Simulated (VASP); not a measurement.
# Os (P6_3/mmc) in VASP: a series of runs

Runs on Os. Level: LDA. Tasks: single point, relaxation of cell and atoms.

Program: VASP 6.6.1. These are calculated values, not measurements. Logs are shortened: lines on timing, memory, paths and dates and some standing lists are left out, and cuts for length are marked.

## 1. The cell of the first run

Symmetry: P6_3/mmc, No. 194, hexagonal system. Conventional cell: a = 2.711 Å, b = 2.711 Å, c = 4.291 Å, α = 90.00°, β = 90.00°, γ = 120.00°. Within 3.5 Å of Os (site symmetry -6m2) lie 12 Os at 2.66 to 2.71 Å.

## 2. Single point, LDA

INCAR reads:

```
SYSTEM = Os
  PREC = Accurate
  ENCUT = 520
  EDIFF = 1E-7
  ISMEAR = 1
  SIGMA = 0.1
  LREAL = .False.
  LASPH = .True.
  NELM = 100
  ALGO = Normal
  ISIF = 2
  LWAVE = .False.
  LCHARG = .False.
  GGA = CA
  NBANDS = 15
```

KPOINTS reads:

```
Automatic mesh
0
Gamma
  9 9 5
  0 0 0
```

POSCAR reads:

```
Os
1.0
    2.7112007712      0.0000000000      0.0000000000
   -1.3556003856      2.3479687426      0.0000000000
    0.0000000000      0.0000000000      4.2906160981
Os
2
Direct
    0.3333333333      0.6666666667      0.2500000000
    0.6666666667      0.3333333333      0.7500000000
```

Potentials or basis: VASP PAW LDA potentials, release 64 (Os).

The run is started by

```
$ cat potpaw_LDA.64/Os/POTCAR > POTCAR
$ mpirun -np 1 vasp_std > vasp.out
```

OUTCAR:

```text
SYSTEM = Os
   PREC = Accurate
   ENCUT = 520
   EDIFF = 1E-7
   ISMEAR = 1
   LREAL = .False.
   LASPH = .True.
   NELM = 100
   ISIF = 2
   GGA = CA

 ion  position               nearest neighbor table
   1  0.333  0.667  0.250-   2 2.66   2 2.66   2 2.66   2 2.66   2 2.66   2 2.66
   2  0.667  0.333  0.750-   1 2.66   1 2.66   1 2.66   1 2.66   1 2.66   1 2.66

  LATTYP: Found a hexagonal cell.
 ALAT       =     2.7112007712
 C/A-ratio  =     1.5825519614

  Lattice vectors:

 A1 = (   2.7112007712,   0.0000000000,   0.0000000000)
 A2 = (  -1.3556003856,   2.3479687426,   0.0000000000)
 A3 = (   0.0000000000,   0.0000000000,   4.2906160981)

Analysis of symmetry for initial positions (statically):
=====================================================================
 Subroutine PRICEL returns:
 Original cell was already a primitive cell.

 Routine SETGRP: Setting up the symmetry group for a
 hexagonal supercell.

 Subroutine GETGRP returns: Found 24 space group operations
 (whereof 12 operations were pure point group operations)
 out of a pool of 24 trial point group operations.

The static configuration has the point symmetry D_3d.
 The point group associated with its full space group is D_6h.

Analysis of symmetry for dynamics (positions and initial velocities):
=====================================================================
 Subroutine PRICEL returns:
 Original cell was already a primitive cell.

 Routine SETGRP: Setting up the symmetry group for a
 hexagonal supercell.

 Subroutine GETGRP returns: Found 24 space group operations
 (whereof 12 operations were pure point group operations)
 out of a pool of 24 trial point group operations.

The dynamic configuration has the point symmetry D_3d.
 The point group associated with its full space group is D_6h.

 Subroutine INISYM returns: Found 24 space group operations
 (whereof 12 operations are pure point group operations),
 and found     1 'primitive' translations

----------------------------------------------------------------------------------------

                                     Primitive cell

  volume of cell :      27.3133

  direct lattice vectors                    reciprocal lattice vectors
     2.711200771  0.000000000  0.000000000     0.368840261  0.212950024  0.000000000
    -1.355600386  2.347968743  0.000000000     0.000000000  0.425900048  0.000000000
     0.000000000  0.000000000  4.290616098     0.000000000  0.000000000  0.233066762

  length of vectors
     2.711200771  2.711200771  4.290616098     0.425900048  0.425900048  0.233066762

  position of ions in fractional coordinates (direct lattice)
     0.333333333  0.666666667  0.250000000
     0.666666667  0.333333333  0.750000000

  ion indices of the primitive-cell ions
   primitive index   ion index
                 1           1
                 2           2

----------------------------------------------------------------------------------------

 KPOINTS: Automatic mesh

Automatic generation of k-mesh.
 Grid dimensions read from file:
 generate k-points for:    9    9    5

 Generating k-lattice:

  Cartesian coordinates                     Fractional coordinates (reciprocal lattice)
     0.040982251  0.023661114  0.000000000     0.111111111  0.000000000  0.000000000
     0.000000000  0.047322228  0.000000000     0.000000000  0.111111111  0.000000000
     0.000000000  0.000000000  0.046613352     0.000000000  0.000000000  0.200000000

  Length of vectors
     0.047322228  0.047322228  0.046613352

  Shift w.r.t. Gamma in fractional coordinates (k-lattice)
     0.000000000  0.000000000  0.000000000

 Subroutine IBZKPT returns following result:
 ===========================================

 Found     36 irreducible k-points:

 Following reciprocal coordinates:
            Coordinates               Weight
  0.000000  0.000000  0.000000      1.000000
  0.111111 -0.000000  0.000000      6.000000
  0.222222 -0.000000  0.000000      6.000000
  0.333333 -0.000000  0.000000      6.000000
  0.444444 -0.000000  0.000000      6.000000
  0.111111  0.111111  0.000000      6.000000
[... 16 lines left out ...]
  0.333333  0.222222  0.200000     24.000000
  0.333333  0.333333  0.200000      4.000000
 [... further k-points ...]
   k-points           NKPTS =     36   k-points in BZ     NKDIM =     36   number of bands    NBANDS=     15
   number of dos      NEDOS =    301   number of ions     NIONS =      2
   total plane-waves  NPLWV =  12800
   dimension x,y,z NGX =    20 NGY =   20 NGZ =   32
   dimension x,y,z NGXF=    40 NGYF=   40 NGZF=   64
   ions per type =               2
   NGX,Y,Z   is equivalent  to a cutoff of  12.26, 12.26, 12.40 a.u.
   NGXF,Y,Z  is equivalent  to a cutoff of  24.53, 24.53, 24.80 a.u.
 SYSTEM =  Os
   PREC   = accura    normal or accurate (medium, high low for compatibility)
   ISTART =      0    job   : 0-new  1-cont  2-samecut
   ICHARG =      2    charge: 1-file 2-atom 10-const
   ISPIN  =      1    spin polarized calculation?
   LNONCOLLINEAR =      F non collinear calculations
   LSORBIT =      F    spin-orbit coupling
   LASPH  =      T    aspherical Exc in radial PAW
   ENCUT  =  520.0 eV  38.22 Ry    6.18 a.u.   5.04  5.04  7.98*2*pi/ulx,y,z
   NELM   =    100;   NELMIN=  2; NELMDL= -5     # of ELM steps
   EDIFF  = 0.1E-06   stopping-criterion for ELM
   LREAL  =      F    real-space projection
   EDIFFG = 0.1E-05   stopping-criterion for IOM
   NSW    =      0    number of steps for IOM
   IBRION =     -1    ionic relax: 0-MD 1-quasi-New 2-CG
   NFREE  =      0    steps in history (QN), initial steepest desc. (CG)
   ISIF   =      2    stress and relaxation
   ISYM   =      2    0-nonsym 1-usesym 2-fastsym
   POTIM  = 0.5000    time-step for ionic-motion
   TEBEG  =    0.0;   TEEND  =   0.0 temperature during run
   PSTRESS=    0.0 pullay stress
   NELECT =      16.0000    total number of electrons
   NUPDOWN=      -1.0000    fix difference up-down
   EMIN   =  10.00;   EMAX   =-10.00  energy-range for DOS
   EFERMI =   0.00;   METHOD = LEGACY
   ISMEAR =     1;   SIGMA  =   0.10  broadening in eV -4-tet -1-fermi 0-gaus
   EFERMI_NEDOS =   21; number of points for ismear=-14 and -15
   IALGO  =     38    algorithm
   IMIX   =      4    mixing-type and parameters
     AMIX     =   0.40;   BMIX     =  1.00
     AMIX_MAG =   1.60;   BMIX_MAG =  1.00
  volume/ion in A,a.u.               =      13.66        92.16
  Fermi-wavevector in a.u.,A,eV,Ry     =   1.369799  2.588545 25.529294  1.876350
  Thomas-Fermi vector in A             =   2.495642
   LORBIT       =      0    0 simple, 1 ext, 2 COOP (PROOUT), +10 PAW based schemes
   GGA     = CA    functional components
   LHFCALC =     F    Hartree Fock is set to
   AEXX    =    0.0000 exact exchange contribution
   IVDW    =     0    specifies the selected vdW correction
   LEPSILON=     F    determine dielectric tensor
   LRPA    =     F    only Hartree local field effects (RPA)
 non-spin polarized calculation
 Methfessel and Paxton  Order N= 1 SIGMA  =   0.10
  energy-cutoff  :      520.00
  volume of cell :       27.31
 maximum number of plane-waves:       750
   NGX = 11   NGY = 11   NGZ = 15

 number of electron      15.9999998 magnetization

 Free energy of the ion-electron system (eV)
  ---------------------------------------------------
  ext. energy  EPLUGINS =         0.00000000
  ---------------------------------------------------
  free energy    TOTEN  =       -25.33302912 eV

  energy without entropy =      -25.33214541  energy(sigma->0) =      -25.33273455

 E-fermi :   9.9794     XC(G=0): -14.3143

 val. band max:        9.9567293897   @ k =   0.1111   0.1111   0.4000
 cond. band min:       9.9842950867   @ k =   0.1111  -0.0000   0.4000
 fundamental gap:      0.0275656970
 Fermi energy:         9.9794424199

 k-point     1 :       0.0000    0.0000    0.0000
  band No.  band energies     occupation
      1      -1.3206      2.00000
      2       1.7672      2.00000
      3       6.5845      2.00000
      4       6.5845      2.00000
      5       6.8342      2.00000
      6       7.4528      2.00000
      7       7.4528      2.00000
      8       8.1636      2.00000
      9       8.1636      2.00000
     10       9.8987      1.98366
     11      11.5156     -0.00000
     12      11.5156     -0.00000
     13      19.1184      0.00000
     14      23.8731      0.00000
     15      26.5840      0.00000

 k-point     2 :       0.1111   -0.0000    0.0000
  band No.  band energies     occupation
      1      -0.8138      2.00000
      2       2.2065      2.00000
      3       5.8544      2.00000
      4       7.0374      2.00000
      5       7.1308      2.00000
      6       7.3917      2.00000
      7       7.5042      2.00000
      8       7.8200      2.00000
      9       7.8762      2.00000
     10       8.5619      2.00000
     11      11.7505     -0.00000
     12      13.7569      0.00000
     13      19.0665      0.00000
     14      24.8934      0.00000
     15      27.2059      0.00000

 k-point     3 :       0.2222   -0.0000    0.0000
  band No.  band energies     occupation
      1       0.5083      2.00000
      2       3.0087      2.00000
      3       5.2406      2.00000
      4       5.4925      2.00000
      5       6.6418      2.00000
      6       7.1255      2.00000
      7       7.9067      2.00000
      8       8.3216      2.00000
      9       8.5959      2.00000
     10       9.0620      2.00000
     11      12.1606      0.00000
     12      16.8033      0.00000
     13      18.7518      0.00000
     14      25.1484      0.00000
     15      26.5991      0.00000

 k-point     4 :       0.3333   -0.0000    0.0000
  band No.  band energies     occupation
      1       1.9040      2.00000
      2       2.8452      2.00000
      3       4.0015      2.00000
      4       5.7258      2.00000
      5       6.4997      2.00000
      6       7.0023      2.00000
      7       7.4325      2.00000
      8      10.1435     -0.04245
      9      10.4272     -0.00000
     10      10.7158     -0.00000
     11      12.4498      0.00000
     12      18.4194      0.00000
     13      19.6839      0.00000
     14      21.1611      0.00000
     15      24.5215      0.00000
[... 307 lines left out ...]
 k-point    22 :       0.2222    0.2222    0.2000
  band No.  band energies     occupation
      1       2.9659      2.00000
      2       3.4614      2.00000
      3       4.3476      2.00000
      4       4.6610      2.00000
      5       6.3098      2.00000
      6       6.7699      2.00000
      7       7.1352      2.00000
      8       9.6299      2.00001
      9      11.0237     -0.00000
     10      11.8928     -0.00000
     11      13.1867      0.00000
     12      17.3260      0.00000
     13      19.5279      0.00000
     14      21.5774      0.00000
     15      23.9314      0.00000

 k-point    23 :       0.3333    0.2222    0.2000
  band No.  band energies     occupation
      1       2.9520      2.00000
      2       3.8956      2.00000
      3       4.1419      2.00000
      4       4.7888      2.00000
      5       6.0522      2.00000
      6       6.9145      2.00000
      7       8.0022      2.00000
      8      10.5621     -0.00000
      9      11.0267     -0.00000
     10      12.2693      0.00000
     11      14.9404      0.00000
     12      16.6152      0.00000
     13      19.3823      0.00000
     14      20.1198      0.00000
     15      23.2266      0.00000

 k-point    24 :       0.3333    0.3333    0.2000
  band No.  band energies     occupation
      1       3.3805      2.00000
      2       4.0818      2.00000
      3       4.0818      2.00000
      4       5.0693      2.00000
      5       6.2286      2.00000
      6       6.2286      2.00000
      7       8.2508      2.00000
      8      10.6261     -0.00000
      9      11.4108     -0.00000
     10      11.4108     -0.00000
     11      15.9116      0.00000
     12      15.9116      0.00000
     13      18.4473      0.00000
     14      22.9714      0.00000
     15      22.9714      0.00000

 [... further k-points ...]
[... 5 lines left out ...]
  --------------------------------------------------------------------------------------
  -------------------------------------------------------------------------------------
  Total        0.3348970      0.3348970      0.3698015     -0.0000000      0.0000000      0.0000000
  in kB       19.6448268     19.6448268     21.6923027     -0.0000000      0.0000000      0.0000000
  external PRESSURE =      20.3273188 kB  Pullay stress =       0.0000000 kB

 VOLUME and BASIS-vectors are now :
 -----------------------------------------------------------------------------
  energy-cutoff  :      520.00
  volume of cell :       27.31
      direct lattice vectors                 reciprocal lattice vectors
     2.711200771  0.000000000  0.000000000     0.368840261  0.212950024  0.000000000
    -1.355600386  2.347968743  0.000000000     0.000000000  0.425900048  0.000000000
     0.000000000  0.000000000  4.290616098     0.000000000  0.000000000  0.233066762

 POSITION                                       TOTAL-FORCE (eV/Angst)
 -----------------------------------------------------------------------------------
     -0.00000      1.56531      1.07265        -0.000000     -0.000000      0.000000
      1.35560      0.78266      3.21796         0.000000      0.000000      0.000000
 -----------------------------------------------------------------------------------
    total drift:                               -0.000000      0.000000     -0.000000

  FREE ENERGIE OF THE ION-ELECTRON SYSTEM (eV)
  ---------------------------------------------------
  free  energy   TOTEN  =       -25.3330291188 eV

  energy  without entropy=      -25.3321454081  energy(sigma->0) =      -25.33273455
```

Wall time 8.7 s (1 thread of Intel Xeon Platinum 8488C (Sapphire Rapids), shared host); peak memory 0.13 GiB.

What came out:

```yaml
Free_energy: -25.3330 eV
Pressure: 2.0 GPa
Band_gap_on_the_k_mesh: zero (bands 8 and 9 overlap by 3.99 eV)
```

Stress tensor (GPa, compression positive):
```
1.96 0.00 0.00
0.00 1.96 0.00
0.00 0.00 2.17
```

Caveat: spin-orbit coupling is left out, which moves the levels of the heavy elements.

## 3. Relaxation of cell and atoms, LDA

This run uses another cell than the first one, of 13.98 Å³/atom.

INCAR reads:

```
PREC = Accurate
ENCUT = 600
EDIFF = 1E-7
ISMEAR = 1
SIGMA = 0.1
LREAL = F
LASPH = T
NELM = 60
ALGO = Normal
ISIF = 3
LWAVE = F
LCHARG = F
GGA = CA
IBRION = 2
NSW = 80
EDIFFG = -0.02
```

KPOINTS reads:

```
regular mesh
0
Gamma
  9 9 5
```

POSCAR reads:

```
Os
1.0
    2.7341000000      0.0000000000      0.0000000000
   -1.3670500000      2.3678000000      0.0000000000
    0.0000000000      0.0000000000      4.3197000000
Os
2
Direct
    0.3333333333      0.6666666667      0.2500000000
    0.6666666667      0.3333333333      0.7500000000
```

Potentials or basis: VASP PAW LDA potentials, release 64 (Os).

The run is started by

```
$ cat potpaw_LDA.64/Os/POTCAR > POTCAR
$ mpirun -np 1 vasp_std > vasp.out
```

It took 33 s on 1 thread of Intel Xeon Platinum 8488C (Sapphire Rapids), shared host; peak memory 0.15 GiB.

It converged, with:

- Free energy: -25.3385 eV
- Relaxed volume: 13.72 Å³/atom
- Relaxed cell: a = 2.715 Å, b = 2.715 Å, c = 4.298 Å, α = 90.00°, β = 90.00°, γ = 120.00°
- Space group after relaxing (to 0.1 Å): P6_3/mmc (No. 194)
- Energy gained by relaxing: 6.6 meV/atom
- Ionic steps: 7
- Pressure after relaxing: 0.1 GPa
- Band gap on the k mesh: zero (bands 8 and 9 overlap by 3.96 eV)

Step by step:
| step | energy change (eV) | largest force (eV/Å) | pressure (GPa) | volume (Å³) |
| --- | --- | --- | --- | --- |
| 1 | 0.0000 | 0.0000 | -8.07 | 27.96 |
| 2 | 0.2932 | 0.0000 | 47.61 | 25.21 |
| 3 | -0.0132 | 0.0000 | -0.32 | 27.47 |
| 4 | -0.0132 | 0.0000 | -0.04 | 27.45 |
| 5 | -0.0132 | 0.0000 | 0.14 | 27.44 |
| 6 | -0.0131 | 0.0000 | 0.12 | 27.44 |
| 7 | -0.0133 | 0.0000 | 0.13 | 27.44 |

Final structure:
```
Os
1.0
     2.71535    0.00000    0.00000
    -1.35767    2.35156    0.00000
     0.00000    0.00000    4.29760
Os
2
Cartesian
  0.0000 1.5677 1.0744
  1.3577 0.7839 3.2232
```

Levels at points of the mesh, in eV from the Fermi level:
```csv
k point,band 6,band 7,band 8,band 9,band 10,band 11
"(0.00, 0.00, 0.00)",-2.51,-2.51,-1.80,-1.80,-0.08,1.53
```

Caveat: spin-orbit coupling is left out, which moves the levels of the heavy elements. Zero-point motion and thermal expansion aren't in these numbers.
